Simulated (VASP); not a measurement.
# BiRu (rocksalt type) (Fm-3m) in VASP: further runs

BiRu (rocksalt type) is run at these levels: LDA; tasks: single point.

Program: VASP 6.6.1. These are calculated values, not measurements. Logs are shortened: lines on timing, memory, paths and dates and some standing lists are left out, and cuts for length are marked.

## (1) The cell of the first run

Symmetry: Fm-3m, No. 225, cubic system. The conventional cell has a = 4.576 Å, b = 4.576 Å, c = 4.576 Å, α = 90.00°, β = 90.00°, γ = 90.00°. Ru (site symmetry m-3m) has 6 Bi at 2.29 Å within 3.0 Å. Bi (site symmetry m-3m) has 6 Ru at 2.29 Å within 3.0 Å.

## (2) Single point, LDA (11.98 Å³/atom)

POSCAR

```
BiRu
1.0
    0.0000000000      2.2878462473      2.2878462473
    2.2878462473      0.0000000000      2.2878462473
    2.2878462473      2.2878462473      0.0000000000
Ru Bi
1 1
Direct
    0.0000000000      0.0000000000      0.0000000000
    0.5000000000      0.5000000000      0.5000000000
```

INCAR.step1

```
SYSTEM = BiRu
PREC = Accurate
ENCUT = 520
EDIFF = 1E-6
ISMEAR = -1
SIGMA = 0.08
LREAL = .False.
LASPH = .True.
NELM = 80
ALGO = Normal
ISIF = 2
LWAVE = .False.
LCHARG = .True.
LMAXMIX = 4
NBANDS = 22
```

KPOINTS.step1

```
Automatic mesh
0
Gamma
  13 13 13
  0 0 0
```

INCAR.step2

```
SYSTEM = BiRu
PREC = Accurate
ENCUT = 520
EDIFF = 1E-6
ISMEAR = -5
SIGMA = 0.08
LREAL = .False.
LASPH = .True.
NELM = 80
ALGO = Normal
ISIF = 2
LWAVE = .False.
LCHARG = .False.
LMAXMIX = 4
LORBIT = 10
NBANDS = 22
NEDOS = 1001
ICHARG = 11
```

KPOINTS.step2

```
Automatic mesh
0
Gamma
  20 20 20
  0 0 0
```

Potentials or basis: VASP PAW LDA potentials, release 64 (Ru_pv, Bi_d).

Run with:

```sh
> cat potpaw_LDA.64/Ru_pv/POTCAR potpaw_LDA.64/Bi_d/POTCAR > POTCAR
> cp INCAR.step1 INCAR
> cp KPOINTS.step1 KPOINTS
> mpirun -np 1 vasp_std > vasp.out
> cp INCAR.step2 INCAR
> cp KPOINTS.step2 KPOINTS
> mpirun -np 1 vasp_std > vasp.out
```

OUTCAR:

```text
SYSTEM = BiRu
   PREC = Accurate
   ENCUT = 520
   EDIFF = 1E-6
   ISMEAR = -5
   LREAL = .False.
   LASPH = .True.
   NELM = 80
   ISIF = 2
   LORBIT = 10
   ICHARG = 11

 ion  position               nearest neighbor table
   1  0.000  0.000  0.000-   2 2.29   2 2.29   2 2.29   2 2.29   2 2.29   2 2.29
   2  0.500  0.500  0.500-   1 2.29   1 2.29   1 2.29   1 2.29   1 2.29   1 2.29

  LATTYP: Found a face centered cubic cell.
 ALAT       =     4.5756924946

  Lattice vectors:

 A1 = (   0.0000000000,   2.2878462473,   2.2878462473)
 A2 = (   2.2878462473,   0.0000000000,   2.2878462473)
 A3 = (   2.2878462473,   2.2878462473,   0.0000000000)

Analysis of symmetry for initial positions (statically):
=====================================================================
 Subroutine PRICEL returns:
 Original cell was already a primitive cell.

 Routine SETGRP: Setting up the symmetry group for a
 face centered cubic supercell.

 Subroutine GETGRP returns: Found 48 space group operations
 (whereof 48 operations were pure point group operations)
 out of a pool of 48 trial point group operations.

The static configuration has the point symmetry O_h .

Analysis of symmetry for dynamics (positions and initial velocities):
=====================================================================
 Subroutine PRICEL returns:
 Original cell was already a primitive cell.

 Routine SETGRP: Setting up the symmetry group for a
 face centered cubic supercell.

 Subroutine GETGRP returns: Found 48 space group operations
 (whereof 48 operations were pure point group operations)
 out of a pool of 48 trial point group operations.

The dynamic configuration has the point symmetry O_h .

 Subroutine INISYM returns: Found 48 space group operations
 (whereof 48 operations are pure point group operations),
 and found     1 'primitive' translations

----------------------------------------------------------------------------------------

                                     Primitive cell

  volume of cell :      23.9503

  direct lattice vectors                    reciprocal lattice vectors
     0.000000000  2.287846247  2.287846247    -0.218546155  0.218546155  0.218546155
     2.287846247  0.000000000  2.287846247     0.218546155 -0.218546155  0.218546155
     2.287846247  2.287846247  0.000000000     0.218546155  0.218546155 -0.218546155

  length of vectors
     3.235503192  3.235503192  3.235503192     0.378533044  0.378533044  0.378533044

  position of ions in fractional coordinates (direct lattice)
     0.000000000  0.000000000  0.000000000
     0.500000000  0.500000000  0.500000000

  ion indices of the primitive-cell ions
   primitive index   ion index
                 1           1
                 2           2

----------------------------------------------------------------------------------------

 KPOINTS: Automatic mesh

Automatic generation of k-mesh.
 Grid dimensions read from file:
 generate k-points for:   20   20   20

 Generating k-lattice:

  Cartesian coordinates                     Fractional coordinates (reciprocal lattice)
    -0.010927308  0.010927308  0.010927308     0.050000000  0.000000000  0.000000000
     0.010927308 -0.010927308  0.010927308     0.000000000  0.050000000  0.000000000
     0.010927308  0.010927308 -0.010927308     0.000000000  0.000000000  0.050000000

  Length of vectors
     0.018926652  0.018926652  0.018926652

  Shift w.r.t. Gamma in fractional coordinates (k-lattice)
     0.000000000  0.000000000  0.000000000

 TETIRR: Found   1093 inequivalent tetrahedra from    48000

 Subroutine IBZKPT returns following result:
 ===========================================

 Found    256 irreducible k-points:

 Following reciprocal coordinates:
            Coordinates               Weight
  0.000000  0.000000  0.000000      1.000000
  0.050000  0.000000  0.000000      8.000000
  0.100000  0.000000  0.000000      8.000000
  0.150000  0.000000  0.000000      8.000000
  0.200000  0.000000  0.000000      8.000000
  0.250000  0.000000  0.000000      8.000000
[... 16 lines left out ...]
 -0.400000  0.050000  0.000000     24.000000
 -0.350000  0.050000  0.000000     24.000000
 [... further k-points ...]
   k-points           NKPTS =    256   k-points in BZ     NKDIM =    256   number of bands    NBANDS=     22
   number of dos      NEDOS =   1001   number of ions     NIONS =      2
   total plane-waves  NPLWV =  13824
   dimension x,y,z NGX =    24 NGY =   24 NGZ =   24
   dimension x,y,z NGXF=    48 NGYF=   48 NGZF=   48
   ions per type =               1   1
   NGX,Y,Z   is equivalent  to a cutoff of  12.33, 12.33, 12.33 a.u.
   NGXF,Y,Z  is equivalent  to a cutoff of  24.66, 24.66, 24.66 a.u.
 SYSTEM =  BiRu
   PREC   = accura    normal or accurate (medium, high low for compatibility)
   ISTART =      0    job   : 0-new  1-cont  2-samecut
   ICHARG =     11    charge: 1-file 2-atom 10-const
   ISPIN  =      1    spin polarized calculation?
   LNONCOLLINEAR =      F non collinear calculations
   LSORBIT =      F    spin-orbit coupling
   LASPH  =      T    aspherical Exc in radial PAW
   ENCUT  =  520.0 eV  38.22 Ry    6.18 a.u.   6.02  6.02  6.02*2*pi/ulx,y,z
   NELM   =     80;   NELMIN=  2; NELMDL=  0     # of ELM steps
   EDIFF  = 0.1E-05   stopping-criterion for ELM
   LREAL  =      F    real-space projection
   EDIFFG = 0.1E-04   stopping-criterion for IOM
   NSW    =      0    number of steps for IOM
   IBRION =     -1    ionic relax: 0-MD 1-quasi-New 2-CG
   NFREE  =      0    steps in history (QN), initial steepest desc. (CG)
   ISIF   =      2    stress and relaxation
   ISYM   =      2    0-nonsym 1-usesym 2-fastsym
   POTIM  = 0.5000    time-step for ionic-motion
   TEBEG  =    0.0;   TEEND  =   0.0 temperature during run
   PSTRESS=    0.0 pullay stress
   NELECT =      29.0000    total number of electrons
   NUPDOWN=      -1.0000    fix difference up-down
   EMIN   =  10.00;   EMAX   =-10.00  energy-range for DOS
   EFERMI =   0.00;   METHOD = LEGACY
   ISMEAR =    -5;   SIGMA  =   0.08  broadening in eV -4-tet -1-fermi 0-gaus
   EFERMI_NEDOS =   21; number of points for ismear=-14 and -15
   IALGO  =     38    algorithm
   IMIX   =      4    mixing-type and parameters
     AMIX     =   0.40;   BMIX     =  1.00
     AMIX_MAG =   1.60;   BMIX_MAG =  1.00
  volume/ion in A,a.u.               =      11.98        80.81
  Fermi-wavevector in a.u.,A,eV,Ry     =   1.744900  3.297384 41.425355  3.044678
  Thomas-Fermi vector in A             =   2.816691
   LORBIT       =     10    0 simple, 1 ext, 2 COOP (PROOUT), +10 PAW based schemes
   GGA     = CA    functional components
   LHFCALC =     F    Hartree Fock is set to
   AEXX    =    0.0000 exact exchange contribution
   IVDW    =     0    specifies the selected vdW correction
   LEPSILON=     F    determine dielectric tensor
   LRPA    =     F    only Hartree local field effects (RPA)
 non-spin polarized calculation
 Fermi weights with tetrahedron method with Bloechl corrections
  energy-cutoff  :      520.00
  volume of cell :       23.95
 maximum number of plane-waves:       657

 number of electron      28.9999993 magnetization

 Free energy of the ion-electron system (eV)
  ---------------------------------------------------
  ext. energy  EPLUGINS =         0.00000000
  ---------------------------------------------------
  free energy    TOTEN  =        -5.93766121 eV

  energy without entropy =       -5.93766121  energy(sigma->0) =       -5.93766121

 E-fermi :  20.8828     XC(G=0): -15.3695

 val. band max:       20.9592948150   @ k =  -0.2500   0.4000   0.1500
 cond. band min:      20.8262790488   @ k =   0.5000   0.4500   0.0500
 fundamental gap:     -0.1330157662
 Fermi energy:        20.8827691586

 k-point     1 :       0.0000    0.0000    0.0000
  band No.  band energies     occupation
      1     -22.2028      2.00000
      2     -22.2028      2.00000
      3     -22.2028      2.00000
      4      -4.5761      2.00000
      5      -4.5761      2.00000
      6      -4.2028      2.00000
[... 14 lines left out ...]
     21      35.0807      0.00000
     22      35.0807      0.00000

 k-point     2 :       0.0500    0.0000    0.0000
  band No.  band energies     occupation
      1     -22.2112      2.00000
      2     -22.2064      2.00000
      3     -22.2063      2.00000
      4      -4.5586      2.00000
      5      -4.5586      2.00000
      6      -4.1984      2.00000
[... 14 lines left out ...]
     21      34.9770      0.00000
     22      34.9778      0.00000

 k-point     3 :       0.1000    0.0000    0.0000
  band No.  band energies     occupation
      1     -22.2354      2.00000
      2     -22.2166      2.00000
      3     -22.2166      2.00000
      4      -4.5078      2.00000
      5      -4.5078      2.00000
      6      -4.1854      2.00000
[... 14 lines left out ...]
     21      34.6685      0.00000
     22      34.6685      0.00000
[... 476 lines left out ...]
 k-point    23 :      -0.4000    0.0500    0.0000
  band No.  band energies     occupation
      1     -22.5104      2.00000
      2     -22.3392      2.00000
      3     -22.3330      2.00000
      4      -4.0157      2.00000
      5      -3.9798      2.00000
      6      -3.9407      2.00000
[... 14 lines left out ...]
     21      32.7781      0.00000
     22      33.7962      0.00000

 k-point    24 :      -0.3500    0.0500    0.0000
  band No.  band energies     occupation
      1     -22.4803      2.00000
      2     -22.3272      2.00000
      3     -22.3171      2.00000
      4      -4.0520      2.00000
      5      -4.0323      2.00000
      6      -3.9802      2.00000
[... 14 lines left out ...]
     21      32.7783      0.00000
     22      33.3441      0.00000

 [... further k-points ...]

------------------------ aborting loop because EDIFF is reached ----------------------------------------

  FORCE on cell =-STRESS in cart. coord.  units (eV):
  Direction    XX          YY          ZZ          XY          YZ          ZX
  --------------------------------------------------------------------------------------
  -------------------------------------------------------------------------------------
  Total       38.3904253     38.3904253     38.3904253      0.0000000      0.0000000     -0.0000000
  in kB     2568.1654883   2568.1654883   2568.1654883      0.0000000      0.0000000     -0.0000000
  external PRESSURE =    2568.1654883 kB  Pullay stress =       0.0000000 kB

 VOLUME and BASIS-vectors are now :
 -----------------------------------------------------------------------------
  energy-cutoff  :      520.00
  volume of cell :       23.95
      direct lattice vectors                 reciprocal lattice vectors
     0.000000000  2.287846247  2.287846247    -0.218546155  0.218546155  0.218546155
     2.287846247  0.000000000  2.287846247     0.218546155 -0.218546155  0.218546155
     2.287846247  2.287846247  0.000000000     0.218546155  0.218546155 -0.218546155

 POSITION                                       TOTAL-FORCE (eV/Angst)
 -----------------------------------------------------------------------------------
      0.00000      0.00000      0.00000        -0.000000      0.000000     -0.000000
      2.28785      2.28785      2.28785         0.000000     -0.000000      0.000000
 -----------------------------------------------------------------------------------
    total drift:                                0.000000     -0.000000     -0.000000

  FREE ENERGIE OF THE ION-ELECTRON SYSTEM (eV)
  ---------------------------------------------------
  free  energy   TOTEN  =        -5.9376612102 eV

  energy  without entropy=       -5.9376612102  energy(sigma->0) =       -5.93766121

 total charge

# of ion       s       p       d       tot
------------------------------------------
    1        0.476   6.441   7.279  14.196
    2        1.475   2.242  10.275  13.993
--------------------------------------------------
tot          1.951   8.683  17.555  28.189
```

Run time: 1.9 min. Hardware: 1 thread of AMD EPYC 7R43 (Zen 3), shared host; peak memory 0.19 GiB.

What came out:

| Item | Value |
| --- | --- |
| Valence electrons inside the program's atomic spheres | Ru 14.20; Bi 13.99 |

Caveat: spin-orbit coupling is left out, which moves the levels of the heavy elements.

## (3) Single point, LDA (17.96 Å³/atom)

This run uses another cell than the first one, of 17.96 Å³/atom.

POSCAR

```
BiRu
1.0
    0.0000000000      2.6189301841      2.6189301841
    2.6189301841      0.0000000000      2.6189301841
    2.6189301841      2.6189301841      0.0000000000
Ru Bi
1 1
Direct
    0.0000000000      0.0000000000      0.0000000000
    0.5000000000      0.5000000000      0.5000000000
```

INCAR.step1

```
PREC     = Accurate       # precision mode
ENCUT    = 520            # plane-wave cutoff, eV
EDIFF    = 1E-6           # SCF threshold, eV
ISMEAR   = -1             # smearing method
SIGMA    = 0.08           # smearing width, eV
LREAL    = F              # projectors in reciprocal space
LASPH    = T              # aspherical terms in the spheres
NELM     = 80             # most SCF steps
ALGO     = Normal         # electronic algorithm
ISIF     = 2              # what is computed and relaxed
LWAVE    = F              # write WAVECAR
LCHARG   = T              # write CHGCAR
LMAXMIX  = 4              # l up to which the mixer works
NBANDS   = 22             # bands
```

KPOINTS.step1

```
regular mesh
0
Gamma
  13 13 13
```

INCAR.step2

```
PREC     = Accurate       # precision mode
ENCUT    = 520            # plane-wave cutoff, eV
EDIFF    = 1E-6           # SCF threshold, eV
ISMEAR   = -5             # smearing method
SIGMA    = 0.08           # smearing width, eV
LREAL    = F              # projectors in reciprocal space
LASPH    = T              # aspherical terms in the spheres
NELM     = 80             # most SCF steps
ALGO     = Normal         # electronic algorithm
ISIF     = 2              # what is computed and relaxed
LWAVE    = F              # write WAVECAR
LCHARG   = F              # write CHGCAR
LMAXMIX  = 4              # l up to which the mixer works
LORBIT   = 10             # projections on sites
NBANDS   = 22             # bands
NEDOS    = 1001           # points of the DOS
ICHARG   = 11             # starting density
```

KPOINTS.step2

```
regular mesh
0
Gamma
  20 20 20
```

Potentials or basis: VASP PAW LDA potentials, release 64 (Ru_pv, Bi_d).

Run with:

```sh
> cat potpaw_LDA.64/Ru_pv/POTCAR potpaw_LDA.64/Bi_d/POTCAR > POTCAR
> cp INCAR.step1 INCAR
> cp KPOINTS.step1 KPOINTS
> mpirun -np 1 vasp_std > vasp.out
> cp INCAR.step2 INCAR
> cp KPOINTS.step2 KPOINTS
> mpirun -np 1 vasp_std > vasp.out
```

Run time: 2.6 min. Hardware: 1 thread of AMD EPYC 7R43 (Zen 3), shared host; peak memory 0.25 GiB.

Results (log left out):

| Property | Result |
| --- | --- |
| Valence electrons inside the program's atomic spheres | Ru 12.96; Bi 13.11 |

Levels at points of the mesh, in eV from the Fermi level:
| k point | band 10 | band 11 | band 12 | band 13 | band 14 | band 15 | band 16 | band 17 | band 18 | band 19 |
| --- | --- | --- | --- | --- | --- | --- | --- | --- | --- | --- |
| (0.00, 0.00, 0.00) | -2.01 | -2.01 | -2.01 | -1.48 | -1.48 | 2.53 | 2.53 | 2.53 | 6.99 | 7.38 |
| (0.50, 0.00, 0.00) | -7.02 | -4.21 | -4.21 | -1.14 | -1.14 | -0.25 | 4.87 | 7.04 | 7.04 | 7.83 |
| (0.50, 0.50, 0.00) | -5.05 | -3.13 | -1.02 | -1.02 | -0.99 | -0.58 | -0.58 | 1.05 | 4.17 | 9.10 |

Caveat: spin-orbit coupling is left out, which moves the levels of the heavy elements.
